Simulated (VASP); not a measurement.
# Ta4N5 (I4/m) in VASP: a series of runs

Runs on Ta4N5. Level: PBEsol. Tasks: relaxation of shape and atoms at fixed volume, single point.

All numbers are computed with VASP 6.6.1; they aren't measurements. Logs are shortened: lines on timing, memory, paths and dates and some standing lists are left out, and cuts for length are marked.

**1. The cell of the first run**

It takes space group I4/m (No. 87, tetragonal). The conventional cell has a = 6.893 Å, b = 6.893 Å, c = 4.296 Å, α = 90.00°, β = 90.00°, γ = 90.00°. Ta (site symmetry m) has 6 N at 2.09 to 2.23 Å within 2.8 Å. Within 2.8 Å of N (site symmetry 4/m) lie 4 Ta at 2.09 Å. Within 3.2 Å of N (site symmetry m) lie 5 Ta at 2.15 to 2.23 Å and 12 N at 2.96 to 3.16 Å.

**2. Relaxation of shape and atoms at fixed volume, PBEsol (11.34 Å³/atom)**

Contents of INCAR:

```
  PREC = Accurate
  ENCUT = 600
  EDIFF = 1E-7
  ISMEAR = 0
  SIGMA = 0.1
  LREAL = F
  LASPH = T
  NELM = 120
  ALGO = Normal
  ISIF = 4
  LWAVE = F
  LCHARG = F
  GGA = PS
  IBRION = 2
  NSW = 50
  EDIFFG = -0.01
  GGA_COMPAT = F
  NELMIN = 4
  KPAR = 4
```

Contents of KPOINTS:

```
regular mesh
0
Gamma
  10 10 10
```

Contents of POSCAR:

```
Ta4N5
1.0
   -3.4465920676      3.4465920676      2.1479484320
    3.4465920676     -3.4465920676      2.1479484320
    3.4465920676      3.4465920676     -2.1479484320
Ta N
4 5
Direct
    0.7843847855      0.6048724996      0.3892572851
    0.3951275004      0.7843847855      0.1795122859
    0.6048724996      0.2156152145      0.8204877141
    0.2156152145      0.3951275004      0.6107427149
    0.5000000000      0.5000000000      0.0000000000
    0.9081725663      0.3059167656      0.2140893319
    0.6940832344      0.9081725663      0.6022558007
    0.3059167656      0.0918274337      0.3977441993
    0.0918274337      0.6940832344      0.7859106681
```

Potentials or basis: VASP PAW PBE potentials, release 64 (Ta_pv, N).

Started as:

```
cat potpaw_PBE.64/Ta_pv/POTCAR potpaw_PBE.64/N/POTCAR > POTCAR
mpirun -np 4 vasp_std > vasp.out
```

OUTCAR:

```text
PREC = Accurate
   ENCUT = 600
   EDIFF = 1E-7
   ISMEAR = 0
   LREAL = F
   LASPH = T
   NELM = 120
   ISIF = 4
   GGA = PS
   IBRION = 2
   NSW = 50
   EDIFFG = -0.01
   NELMIN = 4

 ion  position               nearest neighbor table
   1  0.784  0.605  0.389-   5 2.09   8 2.15   8 2.15   7 2.18   9 2.21   6 2.23   3 2.95   2 2.95
                             4 2.97   4 2.97   3 3.17   2 3.17   3 3.17   2 3.17   4 3.31
   2  0.395  0.784  0.180-   5 2.09   6 2.15   6 2.15   9 2.18   8 2.21   7 2.23   4 2.95   1 2.95
                             3 2.97   3 2.97   1 3.17   4 3.17   1 3.17   4 3.17   3 3.31
   3  0.605  0.216  0.820-   5 2.09   9 2.15   9 2.15   6 2.18   7 2.21   8 2.23   1 2.95   4 2.95
                             2 2.97   2 2.97   4 3.17   4 3.17   1 3.17   1 3.17   2 3.31
   4  0.216  0.395  0.611-   5 2.09   7 2.15   7 2.15   8 2.18   6 2.21   9 2.23   2 2.95   3 2.95
                             1 2.97   1 2.97   2 3.17   3 3.17   3 3.17   2 3.17   1 3.31
   5  0.500  0.500  0.000-   2 2.09   3 2.09   1 2.09   4 2.09
   6  0.908  0.306  0.214-   2 2.15   2 2.15   3 2.18   4 2.21   1 2.23
   7  0.694  0.908  0.602-   4 2.15   4 2.15   1 2.18   3 2.21   2 2.23
   8  0.306  0.092  0.398-   1 2.15   1 2.15   4 2.18   2 2.21   3 2.23
   9  0.092  0.694  0.786-   3 2.15   3 2.15   2 2.18   1 2.21   4 2.23

  LATTYP: Found a body centered tetragonal cell.
 ALAT       =     6.8931841352
 C/A-ratio  =     0.6232093587

  Lattice vectors:

 A1 = (  -3.4465920676,   3.4465920676,   2.1479484320)
 A2 = (   3.4465920676,  -3.4465920676,   2.1479484320)
 A3 = (   3.4465920676,   3.4465920676,  -2.1479484320)

Analysis of symmetry for initial positions (statically):
=====================================================================
 Subroutine PRICEL returns:
 Original cell was already a primitive cell.

 Routine SETGRP: Setting up the symmetry group for a
 body centered tetragonal supercell.

 Subroutine GETGRP returns: Found  8 space group operations
 (whereof  8 operations were pure point group operations)
 out of a pool of 16 trial point group operations.

The static configuration has the point symmetry C_4h.

Analysis of symmetry for dynamics (positions and initial velocities):
=====================================================================
 Subroutine PRICEL returns:
 Original cell was already a primitive cell.

 Routine SETGRP: Setting up the symmetry group for a
 body centered tetragonal supercell.

 Subroutine GETGRP returns: Found  8 space group operations
 (whereof  8 operations were pure point group operations)
 out of a pool of 16 trial point group operations.

The dynamic configuration has the point symmetry C_4h.

 Subroutine INISYM returns: Found  8 space group operations
 (whereof  8 operations are pure point group operations),
 and found     1 'primitive' translations

----------------------------------------------------------------------------------------

                                     Primitive cell

  volume of cell :     102.0619

  direct lattice vectors                    reciprocal lattice vectors
    -3.446592068  3.446592068  2.147948432     0.000000000  0.145070838  0.232780263
     3.446592068 -3.446592068  2.147948432     0.145070838  0.000000000  0.232780263
     3.446592068  3.446592068 -2.147948432     0.145070838  0.145070838  0.000000000

  length of vectors
     5.326506944  5.326506944  5.326506944     0.274284886  0.274284886  0.205161147

  position of ions in fractional coordinates (direct lattice)
     0.784384786  0.604872500  0.389257285
     0.395127500  0.784384786  0.179512286
     0.604872500  0.215615214  0.820487714
     0.215615214  0.395127500  0.610742715
     0.500000000  0.500000000  0.000000000
     0.908172566  0.305916766  0.214089332
     0.694083234  0.908172566  0.602255801
     0.305916766  0.091827434  0.397744199
     0.091827434  0.694083234  0.785910668

  ion indices of the primitive-cell ions
   primitive index   ion index
                 1           1
                 2           2
                 3           3
                 4           4
                 5           5
                 6           6
                 7           7
                 8           8
                 9           9

----------------------------------------------------------------------------------------

 KPOINTS: regular mesh

Automatic generation of k-mesh.
 Grid dimensions read from file:
 generate k-points for:   10   10   10

 Generating k-lattice:

  Cartesian coordinates                     Fractional coordinates (reciprocal lattice)
     0.000000000  0.014507084  0.023278026     0.100000000  0.000000000  0.000000000
     0.014507084  0.000000000  0.023278026     0.000000000  0.100000000  0.000000000
     0.014507084  0.014507084  0.000000000     0.000000000  0.000000000  0.100000000

  Length of vectors
     0.027428489  0.027428489  0.020516115

  Shift w.r.t. Gamma in fractional coordinates (k-lattice)
     0.000000000  0.000000000  0.000000000

 Subroutine IBZKPT returns following result:
 ===========================================

 Found    144 irreducible k-points:

 Following reciprocal coordinates:
            Coordinates               Weight
  0.000000  0.000000  0.000000      1.000000
  0.100000  0.000000  0.000000      8.000000
  0.200000  0.000000  0.000000      8.000000
  0.300000  0.000000 -0.000000      8.000000
  0.400000  0.000000  0.000000      8.000000
  0.500000  0.000000  0.000000      4.000000
[... 16 lines left out ...]
  0.200000  0.200000  0.000000      8.000000
  0.300000  0.200000  0.000000      8.000000
 [... further k-points ...]
   k-points           NKPTS =    144   k-points in BZ     NKDIM =    144   number of bands    NBANDS=     41
   number of dos      NEDOS =    301   number of ions     NIONS =      9
   total plane-waves  NPLWV = 110592
   dimension x,y,z NGX =    48 NGY =   48 NGZ =   48
   dimension x,y,z NGXF=    96 NGYF=   96 NGZF=   96
   ions per type =               4   5
   NGX,Y,Z   is equivalent  to a cutoff of  14.98, 14.98, 14.98 a.u.
   NGXF,Y,Z  is equivalent  to a cutoff of  29.96, 29.96, 29.96 a.u.
 SYSTEM =  unknown system
   PREC   = accura    normal or accurate (medium, high low for compatibility)
   ISTART =      0    job   : 0-new  1-cont  2-samecut
   ICHARG =      2    charge: 1-file 2-atom 10-const
   ISPIN  =      1    spin polarized calculation?
   LNONCOLLINEAR =      F non collinear calculations
   LSORBIT =      F    spin-orbit coupling
   LASPH  =      T    aspherical Exc in radial PAW
   ENCUT  =  600.0 eV  44.10 Ry    6.64 a.u.  10.64 10.64 10.64*2*pi/ulx,y,z
   NELM   =    120;   NELMIN=  4; NELMDL= -5     # of ELM steps
   EDIFF  = 0.1E-06   stopping-criterion for ELM
   LREAL  =      F    real-space projection
   EDIFFG = -.1E-01   stopping-criterion for IOM
   NSW    =     50    number of steps for IOM
   IBRION =      2    ionic relax: 0-MD 1-quasi-New 2-CG
   NFREE  =      1    steps in history (QN), initial steepest desc. (CG)
   ISIF   =      4    stress and relaxation
   ISYM   =      2    0-nonsym 1-usesym 2-fastsym
   POTIM  = 0.5000    time-step for ionic-motion
   TEBEG  =    0.0;   TEEND  =   0.0 temperature during run
   PSTRESS=    0.0 pullay stress
   NELECT =      69.0000    total number of electrons
   NUPDOWN=      -1.0000    fix difference up-down
   EMIN   =  10.00;   EMAX   =-10.00  energy-range for DOS
   EFERMI =   0.00;   METHOD = LEGACY
   ISMEAR =     0;   SIGMA  =   0.10  broadening in eV -4-tet -1-fermi 0-gaus
   EFERMI_NEDOS =   21; number of points for ismear=-14 and -15
   IALGO  =     38    algorithm
   IMIX   =      4    mixing-type and parameters
     AMIX     =   0.40;   BMIX     =  1.00
     AMIX_MAG =   1.60;   BMIX_MAG =  1.00
  volume/ion in A,a.u.               =      11.34        76.53
  Fermi-wavevector in a.u.,A,eV,Ry     =   1.436823  2.715202 28.088695  2.064461
  Thomas-Fermi vector in A             =   2.555969
   LORBIT       =      0    0 simple, 1 ext, 2 COOP (PROOUT), +10 PAW based schemes
   GGA     = PS    functional components
   LHFCALC =     F    Hartree Fock is set to
   AEXX    =    0.0000 exact exchange contribution
   IVDW    =     0    specifies the selected vdW correction
   LEPSILON=     F    determine dielectric tensor
   LRPA    =     F    only Hartree local field effects (RPA)
 conjugate gradient relaxation of ions
 non-spin polarized calculation
 Gauss-broadening in eV      SIGMA  =   0.10
  energy-cutoff  :      600.00
  volume of cell :      102.06
 maximum number of plane-waves:      3432
 NGX is ok and might be reduce to    48
   NGX = 21   NGY = 21   NGZ = 21

--------------------------------------- Ionic step        1  -------------------------------------------

 number of electron      69.0000000 magnetization

 Free energy of the ion-electron system (eV)
  ---------------------------------------------------
  ext. energy  EPLUGINS =         0.00000000
  ---------------------------------------------------
  free energy    TOTEN  =      -104.38597934 eV

  energy without entropy =     -104.37781287  energy(sigma->0) =     -104.38189611

------------------------ aborting loop because EDIFF is reached ----------------------------------------

  FORCE on cell =-STRESS in cart. coord.  units (eV):
  Direction    XX          YY          ZZ          XY          YZ          ZX
  --------------------------------------------------------------------------------------
  -------------------------------------------------------------------------------------
  Total       -5.5400674     -5.5400674     -5.7034330      0.0000000      0.0000000      0.0000000
  in kB      -86.9685081    -86.9685081    -89.5330376      0.0000002      0.0000000      0.0000000
  external PRESSURE =     -87.8233512 kB  Pullay stress =       0.0000000 kB
[... 200 lines left out ...]
  energy  without entropy=     -104.3834818928  energy(sigma->0) =     -104.38756478

--------------------------------------- Ionic step        6  -------------------------------------------

 number of electron      69.0000001 magnetization

 Free energy of the ion-electron system (eV)
  ---------------------------------------------------
  ext. energy  EPLUGINS =         0.00000000
  ---------------------------------------------------
  free energy    TOTEN  =      -104.39183373 eV

  energy without entropy =     -104.38349362  energy(sigma->0) =     -104.38766368

 E-fermi :   7.3679     XC(G=0): -12.7490

 val. band max:        7.3572588162   @ k =  -0.2000   0.5000  -0.0000
 cond. band min:       7.3685638195   @ k =   0.3000   0.0000  -0.0000
 fundamental gap:      0.0113050034
 Fermi energy:         7.3679061902

 k-point     1 :       0.0000    0.0000    0.0000
  band No.  band energies     occupation
      1     -28.7217      2.00000
      2     -28.7027      2.00000
      3     -28.5831      2.00000
      4     -28.5831      2.00000
      5     -28.5718      2.00000
      6     -28.5718      2.00000
[... 1045 lines left out ...]
     40       9.6503      0.00000
     41       9.9765      0.00000

 [... further k-points ...]

------------------------ aborting loop because EDIFF is reached ----------------------------------------

  FORCE on cell =-STRESS in cart. coord.  units (eV):
  Direction    XX          YY          ZZ          XY          YZ          ZX
  --------------------------------------------------------------------------------------
  -------------------------------------------------------------------------------------
  Total       -5.1490699     -5.1490699     -5.1861047     -0.0000000     -0.0000000     -0.0000000
  in kB      -80.8305921    -80.8305921    -81.4119674     -0.0000006     -0.0000000     -0.0000000
  external PRESSURE =     -81.0243839 kB  Pullay stress =       0.0000000 kB
[... 24 lines left out ...]
  FREE ENERGIE OF THE ION-ELECTRON SYSTEM (eV)
  ---------------------------------------------------
  free  energy   TOTEN  =      -104.3918337324 eV

  energy  without entropy=     -104.3834936186  energy(sigma->0) =     -104.38766368

 reached required accuracy - stopping structural energy minimisation
```

Run time: 8.9 min. Hardware: 4 MPI ranks of Intel Xeon 6975P-C (Granite Rapids), shared host; peak memory 0.75 GiB.

Results:

```
Free energy                  : -104.3918 eV
Energy gained by relaxing    : 0.7 meV/atom
Ionic steps                  : 6
Pressure after relaxing      : -8.1 GPa
Largest force after relaxing : 0.006 eV/Å
Band gap on the k mesh       : zero (an odd number of electrons rules out a gap without spin polarisation)
```

Forces on the atoms (eV/Å):
```
Ta   0.003 -0.006  0.000
Ta  -0.006 -0.003  0.000
Ta   0.006  0.003  0.000
Ta  -0.003  0.006  0.000
N    0.000  0.000  0.000
N   -0.002  0.004  0.000
N    0.004  0.002  0.000
N   -0.004 -0.002  0.000
N    0.002 -0.004  0.000
```

Step by step:
```csv
step,energy change (eV),largest force (eV/Å),pressure (GPa),volume (Å³)
1,0.0000,0.1619,-8.78,102.06
2,-0.0045,0.0756,-8.39,102.06
3,-0.0050,0.0612,-8.20,102.06
4,-0.0053,0.0337,-8.07,102.06
5,-0.0057,0.0324,-8.12,102.06
6,-0.0059,0.0063,-8.10,102.06
```

Final structure:
```
Ta N
1.0
    -3.44947    3.44947    2.14437
     3.44947   -3.44947    2.14437
     3.44947    3.44947   -2.14437
Ta N
4 5
Direct
  0.78363 0.60495 0.38858
  0.39505 0.78363 0.17868
  0.60495 0.21637 0.82132
  0.21637 0.39505 0.61142
  0.50000 0.50000 0.00000
  0.90759 0.30804 0.21563
  0.69196 0.90759 0.59956
  0.30804 0.09241 0.40044
  0.09241 0.69196 0.78437
```

Caveat: the PAW data sets were made with another functional, which shifts forces and pressure a little; spin-orbit coupling is left out, which moves the levels of the heavy elements.

(Continued in part 2 of 2.)
